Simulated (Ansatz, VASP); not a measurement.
This is a calculation of Ta3AsAu2O13 for Ansatz 0.2.0.

Contents of input.yaml:

```yaml
crystal:
  lattice:
    - [5.45204, 0.0, 0.0]
    - [-2.72602, 4.72161, 0.0]
    - [0.0, 0.0, 9.57902]
  atoms:
    - { symbol: Ta, position: [0.0, 0.0, 0.19408] }
    - { symbol: Ta, position: [0.0, 0.0, 0.80592] }
    - { symbol: Ta, position: [0.66667, 0.33333, 0.0] }
    - { symbol: As, position: [0.0, 0.0, 0.5] }
    - { symbol: Au, position: [0.33333, 0.66667, 0.27428] }
    - { symbol: Au, position: [0.33333, 0.66667, 0.72572] }
    - { symbol: O, position: [0.0, 0.0, 0.0] }
    - { symbol: O, position: [0.23947, 0.97129, 0.36402] }
    - { symbol: O, position: [0.02871, 0.26818, 0.36402] }
    - { symbol: O, position: [0.73182, 0.76053, 0.36402] }
    - { symbol: O, position: [0.23947, 0.97129, 0.63598] }
    - { symbol: O, position: [0.02871, 0.26818, 0.63598] }
    - { symbol: O, position: [0.73182, 0.76053, 0.63598] }
    - { symbol: O, position: [0.38452, 0.33425, 0.85844] }
    - { symbol: O, position: [0.66575, 0.05026, 0.85844] }
    - { symbol: O, position: [0.94974, 0.61548, 0.85844] }
    - { symbol: O, position: [0.38452, 0.33425, 0.14156] }
    - { symbol: O, position: [0.66575, 0.05026, 0.14156] }
    - { symbol: O, position: [0.94974, 0.61548, 0.14156] }
hamiltonian:
  xc: pbe
  pseudopotentials: { kind: nc, accuracy: standard }
kpoints:
  mp_grid: { grid: [6, 6, 3] }
scf:
  occupations: { method: fermi_dirac, width: 0.05 }
output:
  forces: true
  stress: true
  eigenvalues: true
```

Potentials or basis: PseudoDojo standard (PBE files).

Launch:

```console
$ ansatz run input.yaml --threads 8 --pin off --max-ram 20480MiB --backend cpu --events-out ev --progress --plain --runs-dir out
```

Q: Set up the same calculation for VASP 6.6.1. Potentials there: VASP PAW PBE potentials, release 64 (Ta_sv_GW, As_d, Au_sv_GW, O).

A: As run (the cutoff follows the program's own potentials):

The input INCAR:

```
SYSTEM = Ta3AsAu2O13
PREC = Accurate
ENCUT = 600
EDIFF = 1E-6
ISMEAR = -1
SIGMA = 0.05
LREAL = Auto
LASPH = .True.
NELM = 120
ALGO = Normal
ISIF = 2
LWAVE = .False.
LCHARG = .False.
GGA = PE
NBANDS = 100
GGA_COMPAT = .False.
```

Contents of KPOINTS:

```
Automatic mesh
0
Gamma
  6 6 3
  0 0 0
```

Contents of POSCAR:

```
Ta3AsAu2O13
1.0
    5.4520400000      0.0000000000      0.0000000000
   -2.7260200000      4.7216100000      0.0000000000
    0.0000000000      0.0000000000      9.5790200000
Ta As Au O
3 1 2 13
Direct
    0.0000000000      0.0000000000      0.1940800000
    0.0000000000      0.0000000000      0.8059200000
    0.6666700000      0.3333300000      0.0000000000
    0.0000000000      0.0000000000      0.5000000000
    0.3333300000      0.6666700000      0.2742800000
    0.3333300000      0.6666700000      0.7257200000
    0.0000000000      0.0000000000      0.0000000000
    0.2394700000      0.9712900000      0.3640200000
    0.0287100000      0.2681800000      0.3640200000
    0.7318200000      0.7605300000      0.3640200000
    0.2394700000      0.9712900000      0.6359800000
    0.0287100000      0.2681800000      0.6359800000
    0.7318200000      0.7605300000      0.6359800000
    0.3845200000      0.3342500000      0.8584400000
    0.6657500000      0.0502600000      0.8584400000
    0.9497400000      0.6154800000      0.8584400000
    0.3845200000      0.3342500000      0.1415600000
    0.6657500000      0.0502600000      0.1415600000
    0.9497400000      0.6154800000      0.1415600000
```

Potentials or basis: VASP PAW PBE potentials, release 64 (Ta_sv_GW, As_d, Au_sv_GW, O).

Launch:

```sh
$ cat potpaw_PBE.64/Ta_sv_GW/POTCAR potpaw_PBE.64/As_d/POTCAR potpaw_PBE.64/Au_sv_GW/POTCAR potpaw_PBE.64/O/POTCAR > POTCAR
$ mpirun -np 1 vasp_std > vasp.out
```

Both were run:

|  | VASP | Ansatz | Ansatz less VASP |
| --- | --- | --- | --- |
| gap on the k mesh at the Fermi level (eV) | none | none | - |
| pressure (GPa) | -0.1 | -0.8 | -0.72 |
| traceless stress, the component that is largest in VASP (GPa) | 0.20 | -0.13 | -0.330 |
| rms of the force components (eV/Å) | 0.083 | 0.072 | -0.0108 |

Atom by atom the forces differ by 0.040 eV/Å (rms over components). A gap of «none» marks a metal or a gap that the smearing closes.

Neither program's run includes spin-orbit coupling.
